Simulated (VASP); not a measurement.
# HfB in VASP: notebook

HfB is run at these levels: LDA; tasks: electric field gradients.

Everything below comes from runs of VASP 6.6.1. Logs are shortened: lines on timing, memory, paths and dates and some standing lists are left out, and cuts for length are marked.

## Step 1: The cell of the first run

It takes space group Fm-3m (No. 225, cubic). The conventional cell has a = 4.620 Å, b = 4.620 Å, c = 4.620 Å, α = 90.00°, β = 90.00°, γ = 90.00°. Hf (site symmetry m-3m) has 6 B at 2.31 Å within 3.1 Å. Within 3.1 Å of B (site symmetry m-3m) lie 6 Hf at 2.31 Å.

## Step 2: Electric field gradients, LDA

INCAR

```
SYSTEM = HfB
ALGO     = Normal         ! electronic algorithm
EDIFF    = 1E-8           ! SCF threshold, eV
ENCUT    = 520            ! plane-wave cutoff, eV
GGA      = CA             ! functional
ISIF     = 2              ! what is computed and relaxed
ISMEAR   = -1             ! smearing method
LASPH    = .TRUE.         ! aspherical terms in the spheres
LCHARG   = .FALSE.        ! write CHGCAR
LEFG     = .TRUE.       
LREAL    = .FALSE.        ! projectors in reciprocal space
LWAVE    = .FALSE.        ! write WAVECAR
NBANDS   = 14             ! bands
NELM     = 80             ! most SCF steps
PREC     = Accurate       ! precision mode
SIGMA    = 0.05           ! smearing width, eV
```

KPOINTS

```
k-points
0
G
  15 15 15
  0 0 0
```

POSCAR

```
HfB
1.0
    0.0000000000      2.3100000000      2.3100000000
    2.3100000000      0.0000000000      2.3100000000
    2.3100000000      2.3100000000      0.0000000000
Hf B
1 1
Direct
    0.5000000000      0.5000000000      0.5000000000
    0.0000000000      0.0000000000      0.0000000000
```

Potentials or basis: VASP PAW LDA potentials, release 64 (Hf_pv, B).

The run is started by

```sh
$ cat potpaw_LDA.64/Hf_pv/POTCAR potpaw_LDA.64/B/POTCAR > POTCAR
$ mpirun -np 1 vasp_std > vasp.out
```

OUTCAR:

```text
SYSTEM = HfB
   EDIFF = 1E-8
   ENCUT = 520
   GGA = CA
   ISIF = 2
   ISMEAR = -1
   LASPH = .TRUE.
   LREAL = .FALSE.
   NELM = 80
   PREC = Accurate

 ion  position               nearest neighbor table
   1  0.500  0.500  0.500-   2 2.31   2 2.31   2 2.31   2 2.31   2 2.31   2 2.31
   2  0.000  0.000  0.000-   1 2.31   1 2.31   1 2.31   1 2.31   1 2.31   1 2.31

  LATTYP: Found a face centered cubic cell.
 ALAT       =     4.6200000000

  Lattice vectors:

 A1 = (   0.0000000000,   2.3100000000,   2.3100000000)
 A2 = (   2.3100000000,   0.0000000000,   2.3100000000)
 A3 = (   2.3100000000,   2.3100000000,   0.0000000000)

Analysis of symmetry for initial positions (statically):
=====================================================================
 Subroutine PRICEL returns:
 Original cell was already a primitive cell.

 Routine SETGRP: Setting up the symmetry group for a
 face centered cubic supercell.

 Subroutine GETGRP returns: Found 48 space group operations
 (whereof 48 operations were pure point group operations)
 out of a pool of 48 trial point group operations.

The static configuration has the point symmetry O_h .

Analysis of symmetry for dynamics (positions and initial velocities):
=====================================================================
 Subroutine PRICEL returns:
 Original cell was already a primitive cell.

 Routine SETGRP: Setting up the symmetry group for a
 face centered cubic supercell.

 Subroutine GETGRP returns: Found 48 space group operations
 (whereof 48 operations were pure point group operations)
 out of a pool of 48 trial point group operations.

The dynamic configuration has the point symmetry O_h .

 Subroutine INISYM returns: Found 48 space group operations
 (whereof 48 operations are pure point group operations),
 and found     1 'primitive' translations

----------------------------------------------------------------------------------------

                                     Primitive cell

  volume of cell :      24.6528

  direct lattice vectors                    reciprocal lattice vectors
     0.000000000  2.310000000  2.310000000    -0.216450216  0.216450216  0.216450216
     2.310000000  0.000000000  2.310000000     0.216450216 -0.216450216  0.216450216
     2.310000000  2.310000000  0.000000000     0.216450216  0.216450216 -0.216450216

  length of vectors
[... 128 lines left out ...]

 E-fermi :   5.1024     XC(G=0): -12.4529

 val. band max:        5.0880345688   @ k =   0.2667   0.2667   0.0000
 cond. band min:       5.1255050088   @ k =   0.4000   0.2667   0.1333
 fundamental gap:      0.0374704400
 Fermi energy:         5.1024064990

 k-point     1 :       0.0000    0.0000    0.0000
  band No.  band energies     occupation
      1     -23.0753      2.00000
      2     -23.0753      2.00000
      3     -23.0753      2.00000
      4      -4.3433      2.00000
      5       7.2073      0.00000
      6       7.2073      0.00000
      7       7.2073      0.00000
      8       9.0578      0.00000
      9       9.0578      0.00000
     10       9.0578      0.00000
     11       9.2502      0.00000
     12       9.2502      0.00000
     13      16.8487      0.00000
     14      18.2091      0.00000
[... 377 lines left out ...]
      1     -23.2871      2.00000
      2     -23.1414      2.00000
      3     -23.1333      2.00000
      4      -3.2542      2.00000
      5       4.6203      1.99987
      6       5.7380      0.00001
      7       6.4379      0.00000
      8       7.0337      0.00000
      9       9.5389      0.00000
     10      10.8990      0.00000
     11      11.5066      0.00000
     12      14.3045      0.00000
     13      19.2889      0.00000
     14      19.3927      0.00000

 [... further k-points ...]
[... 5 lines left out ...]
  --------------------------------------------------------------------------------------
  -------------------------------------------------------------------------------------
  Total        3.0801190      3.0801190      3.0801190      0.0000000      0.0000000     -0.0000000
  in kB      200.1760630    200.1760630    200.1760630      0.0000000      0.0000000     -0.0000000
  external PRESSURE =     200.1760630 kB  Pullay stress =       0.0000000 kB

 VOLUME and BASIS-vectors are now :
 -----------------------------------------------------------------------------
  energy-cutoff  :      520.00
  volume of cell :       24.65
      direct lattice vectors                 reciprocal lattice vectors
     0.000000000  2.310000000  2.310000000    -0.216450216  0.216450216  0.216450216
     2.310000000  0.000000000  2.310000000     0.216450216 -0.216450216  0.216450216
     2.310000000  2.310000000  0.000000000     0.216450216  0.216450216 -0.216450216

 POSITION                                       TOTAL-FORCE (eV/Angst)
 -----------------------------------------------------------------------------------
      2.31000      2.31000      2.31000         0.000000      0.000000     -0.000000
      0.00000      0.00000      0.00000        -0.000000     -0.000000      0.000000
 -----------------------------------------------------------------------------------
    total drift:                                0.000000     -0.000000      0.000000

  FREE ENERGIE OF THE ION-ELECTRON SYSTEM (eV)
  ---------------------------------------------------
  free  energy   TOTEN  =       -18.8761501209 eV

  energy  without entropy=      -18.8681366545  energy(sigma->0) =      -18.87214339

 Electric field gradients (V/A^2)
---------------------------------------------------------------------
 ion       V_xx      V_yy      V_zz      V_xy      V_xz      V_yz
---------------------------------------------------------------------
   1       0.000    -0.000    -0.000    -0.000    -0.000    -0.000
   2      -0.000    -0.000     0.000     0.000     0.000     0.000
---------------------------------------------------------------------

 Electric field gradients after diagonalization (V/A^2)
 (convention: |V_zz| > |V_xx| > |V_yy|)
----------------------------------------------------------------------
 ion       V_xx      V_yy      V_zz     asymmetry (V_yy - V_xx)/ V_zz
----------------------------------------------------------------------
   1       0.000     0.000    -0.000       0.000
   2      -0.000    -0.000     0.000       0.000
----------------------------------------------------------------------

           NMR quadrupolar parameters

 Cq : quadrupolar parameter    Cq=e*Q*V_zz/h
 eta: asymmetry parameters     (V_yy - V_xx)/ V_zz
 Q  : nuclear electric quadrupole moment in mb (millibarn)
----------------------------------------------------------------------
 ion       Cq(MHz)       eta       Q (mb)
----------------------------------------------------------------------
   1      -0.000       0.000       1.000
   2       0.000       0.000       1.000
----------------------------------------------------------------------
```

OSZICAR:

```text
N       E                     dE             d eps       ncg     rms          rms(c)
DAV:   1     0.199490363081E+02    0.19949E+02   -0.69611E+03  3374   0.867E+02
DAV:   2    -0.196167308644E+02   -0.39566E+02   -0.37479E+02  4214   0.192E+02
DAV:   3    -0.205545034222E+02   -0.93777E+00   -0.93461E+00  4254   0.206E+01
DAV:   4    -0.205575845133E+02   -0.30811E-02   -0.30809E-02  3854   0.145E+00
DAV:   5    -0.205576008480E+02   -0.16335E-04   -0.16335E-04  4298   0.941E-02    0.673E+01
DAV:   6    -0.189247279815E+02    0.16329E+01   -0.26697E+00  4146   0.999E+00    0.425E+01
DAV:   7    -0.189232785867E+02    0.14494E-02   -0.12435E+00  4296   0.594E+00    0.936E+00
DAV:   8    -0.188760825456E+02    0.47196E-01   -0.15280E-01  3816   0.238E+00    0.874E-01
DAV:   9    -0.188761517889E+02   -0.69243E-04   -0.61276E-03  4140   0.568E-01    0.191E-01
DAV:  10    -0.188761510548E+02    0.73408E-06   -0.54042E-05  4080   0.511E-02    0.130E-01
DAV:  11    -0.188761507335E+02    0.32136E-06   -0.64193E-06  4020   0.164E-02    0.436E-02
DAV:  12    -0.188761501268E+02    0.60672E-06   -0.15901E-06  4008   0.888E-03    0.446E-03
DAV:  13    -0.188761501208E+02    0.60043E-08   -0.10215E-07  4206   0.242E-03    0.606E-04
DAV:  14    -0.188761501209E+02   -0.11937E-09   -0.64527E-10  2280   0.208E-04
   1 F= -.18876150E+02 E0= -.18872143E+02  d E =-.801347E-02
```

stdout:

```text
POSCAR found type information on POSCAR HfB
 POSCAR found :  2 types and       2 ions
 scaLAPACK will be used
 LDA part: xc-table for (Slater(with rela. corr.)+CA(PZ))
 , standard interpolation
 POSCAR, INCAR and KPOINTS ok, starting setup
 FFT: planning ... GRIDC
 FFT: planning ... GRID_SOFT
 FFT: planning ... GRID
 WAVECAR not read
 entering main loop
ion   1

ion   2
```

It took 25 s on 1 thread of Intel Xeon Platinum 8375C at 2.90GHz (Ice Lake), shared host; peak memory 0.16 GiB.

What came out:

| Item | Value |
| --- | --- |
| Free energy | -18.8762 eV |
| Pressure | 20.0 GPa |

Caveat: without QUAD_EFG the Cq values of the log hold for a quadrupole moment of 1 mb, not for the nuclei; spin-orbit coupling is left out, which moves the levels of the heavy elements.

## Step 3: Electric field gradients, LDA

INCAR

```
PREC = Accurate ; ENCUT = 520
EDIFF = 1E-8 ; ISMEAR = -1
SIGMA = 0.05 ; LREAL = F
LASPH = T ; NELM = 60
ALGO = Normal ; ISIF = 2
LWAVE = F ; LCHARG = F
GGA = CA ; LEFG = T
NBANDS = 14
```

KPOINTS

```
Automatic mesh
0
Gamma
  15 15 15
```

POSCAR is that of step 2.

Potentials or basis: VASP PAW LDA potentials, release 64 (Hf_pv, B).

The run is started by

```sh
$ cat potpaw_LDA.64/Hf_pv/POTCAR potpaw_LDA.64/B/POTCAR > POTCAR
$ mpirun -np 1 vasp_std > vasp.out
```

OUTCAR:

```text
PREC = Accurate
   ENCUT = 520
   EDIFF = 1E-8
   ISMEAR = -1
   LREAL = F
   LASPH = T
   NELM = 60
   ISIF = 2
   GGA = CA

 ion  position               nearest neighbor table
   1  0.500  0.500  0.500-   2 2.31   2 2.31   2 2.31   2 2.31   2 2.31   2 2.31
   2  0.000  0.000  0.000-   1 2.31   1 2.31   1 2.31   1 2.31   1 2.31   1 2.31

  LATTYP: Found a face centered cubic cell.
 ALAT       =     4.6200000000

  Lattice vectors:

 A1 = (   0.0000000000,   2.3100000000,   2.3100000000)
 A2 = (   2.3100000000,   0.0000000000,   2.3100000000)
 A3 = (   2.3100000000,   2.3100000000,   0.0000000000)

Analysis of symmetry for initial positions (statically):
=====================================================================
 Subroutine PRICEL returns:
 Original cell was already a primitive cell.

 Routine SETGRP: Setting up the symmetry group for a
 face centered cubic supercell.

 Subroutine GETGRP returns: Found 48 space group operations
 (whereof 48 operations were pure point group operations)
 out of a pool of 48 trial point group operations.

The static configuration has the point symmetry O_h .

Analysis of symmetry for dynamics (positions and initial velocities):
=====================================================================
 Subroutine PRICEL returns:
 Original cell was already a primitive cell.

 Routine SETGRP: Setting up the symmetry group for a
 face centered cubic supercell.

 Subroutine GETGRP returns: Found 48 space group operations
 (whereof 48 operations were pure point group operations)
 out of a pool of 48 trial point group operations.

The dynamic configuration has the point symmetry O_h .

 Subroutine INISYM returns: Found 48 space group operations
[... 166 lines left out ...]
     14      18.2091      0.00000
[... 377 lines left out ...]
      1     -23.2871      2.00000
      2     -23.1414      2.00000
      3     -23.1333      2.00000
      4      -3.2542      2.00000
      5       4.6203      1.99987
      6       5.7380      0.00001
      7       6.4379      0.00000
      8       7.0337      0.00000
      9       9.5389      0.00000
     10      10.8990      0.00000
     11      11.5066      0.00000
     12      14.3045      0.00000
     13      19.2889      0.00000
     14      19.3927      0.00000

 [... further k-points ...]
[... 5 lines left out ...]
  --------------------------------------------------------------------------------------
  -------------------------------------------------------------------------------------
  Total        3.0801190      3.0801190      3.0801190      0.0000000      0.0000000     -0.0000000
  in kB      200.1760630    200.1760630    200.1760630      0.0000000      0.0000000     -0.0000000
  external PRESSURE =     200.1760630 kB  Pullay stress =       0.0000000 kB

 VOLUME and BASIS-vectors are now :
 -----------------------------------------------------------------------------
  energy-cutoff  :      520.00
  volume of cell :       24.65
      direct lattice vectors                 reciprocal lattice vectors
     0.000000000  2.310000000  2.310000000    -0.216450216  0.216450216  0.216450216
     2.310000000  0.000000000  2.310000000     0.216450216 -0.216450216  0.216450216
     2.310000000  2.310000000  0.000000000     0.216450216  0.216450216 -0.216450216

 POSITION                                       TOTAL-FORCE (eV/Angst)
 -----------------------------------------------------------------------------------
      2.31000      2.31000      2.31000         0.000000      0.000000     -0.000000
      0.00000      0.00000      0.00000        -0.000000     -0.000000      0.000000
 -----------------------------------------------------------------------------------
    total drift:                                0.000000     -0.000000      0.000000

  FREE ENERGIE OF THE ION-ELECTRON SYSTEM (eV)
  ---------------------------------------------------
  free  energy   TOTEN  =       -18.8761501209 eV

  energy  without entropy=      -18.8681366545  energy(sigma->0) =      -18.87214339

 Electric field gradients (V/A^2)
---------------------------------------------------------------------
 ion       V_xx      V_yy      V_zz      V_xy      V_xz      V_yz
---------------------------------------------------------------------
   1       0.000    -0.000    -0.000    -0.000    -0.000    -0.000
   2      -0.000    -0.000     0.000     0.000     0.000     0.000
---------------------------------------------------------------------

 Electric field gradients after diagonalization (V/A^2)
 (convention: |V_zz| > |V_xx| > |V_yy|)
----------------------------------------------------------------------
 ion       V_xx      V_yy      V_zz     asymmetry (V_yy - V_xx)/ V_zz
----------------------------------------------------------------------
   1       0.000     0.000    -0.000       0.000
   2      -0.000    -0.000     0.000       0.000
----------------------------------------------------------------------

           NMR quadrupolar parameters

 Cq : quadrupolar parameter    Cq=e*Q*V_zz/h
 eta: asymmetry parameters     (V_yy - V_xx)/ V_zz
 Q  : nuclear electric quadrupole moment in mb (millibarn)
----------------------------------------------------------------------
 ion       Cq(MHz)       eta       Q (mb)
----------------------------------------------------------------------
   1      -0.000       0.000       1.000
   2       0.000       0.000       1.000
----------------------------------------------------------------------
```

OSZICAR:

```text
N       E                     dE             d eps       ncg     rms          rms(c)
DAV:   1     0.199490363081E+02    0.19949E+02   -0.69611E+03  3374   0.867E+02
DAV:   2    -0.196167308644E+02   -0.39566E+02   -0.37479E+02  4214   0.192E+02
DAV:   3    -0.205545034222E+02   -0.93777E+00   -0.93461E+00  4254   0.206E+01
DAV:   4    -0.205575845133E+02   -0.30811E-02   -0.30809E-02  3854   0.145E+00
DAV:   5    -0.205576008480E+02   -0.16335E-04   -0.16335E-04  4298   0.941E-02    0.673E+01
DAV:   6    -0.189247279815E+02    0.16329E+01   -0.26697E+00  4146   0.999E+00    0.425E+01
DAV:   7    -0.189232785867E+02    0.14494E-02   -0.12435E+00  4296   0.594E+00    0.936E+00
DAV:   8    -0.188760825456E+02    0.47196E-01   -0.15280E-01  3816   0.238E+00    0.874E-01
DAV:   9    -0.188761517889E+02   -0.69243E-04   -0.61276E-03  4140   0.568E-01    0.191E-01
DAV:  10    -0.188761510548E+02    0.73408E-06   -0.54042E-05  4080   0.511E-02    0.130E-01
DAV:  11    -0.188761507335E+02    0.32136E-06   -0.64193E-06  4020   0.164E-02    0.436E-02
DAV:  12    -0.188761501268E+02    0.60672E-06   -0.15901E-06  4008   0.888E-03    0.446E-03
DAV:  13    -0.188761501208E+02    0.60043E-08   -0.10215E-07  4206   0.242E-03    0.606E-04
DAV:  14    -0.188761501209E+02   -0.11937E-09   -0.64527E-10  2280   0.208E-04
   1 F= -.18876150E+02 E0= -.18872143E+02  d E =-.801347E-02
```

stdout:

```text
POSCAR found type information on POSCAR HfB
 POSCAR found :  2 types and       2 ions
 scaLAPACK will be used
 LDA part: xc-table for (Slater(with rela. corr.)+CA(PZ))
 , standard interpolation
 POSCAR, INCAR and KPOINTS ok, starting setup
 FFT: planning ... GRIDC
 FFT: planning ... GRID_SOFT
 FFT: planning ... GRID
 WAVECAR not read
 entering main loop
ion   1

ion   2
```

Run time: 34 s. Hardware: 1 thread of Intel Xeon Platinum 8375C at 2.90GHz (Ice Lake), shared host; peak memory 0.16 GiB.

What came out:

| Item | Value |
| --- | --- |
| Free energy | -18.8762 eV |
| Pressure | 20.0 GPa |

Levels at points of the mesh, in eV from the Fermi level:
```
           k point  band 4  band 5  band 6  band 7  band 8  band 9  band 10  band 11
(0.00, 0.00, 0.00)   -9.45    2.10    2.10    2.10    3.96    3.96     3.96     4.15
```

Caveat: without QUAD_EFG the Cq values of the log hold for a quadrupole moment of 1 mb, not for the nuclei; spin-orbit coupling is left out, which moves the levels of the heavy elements.

[end of part 1 of 3]
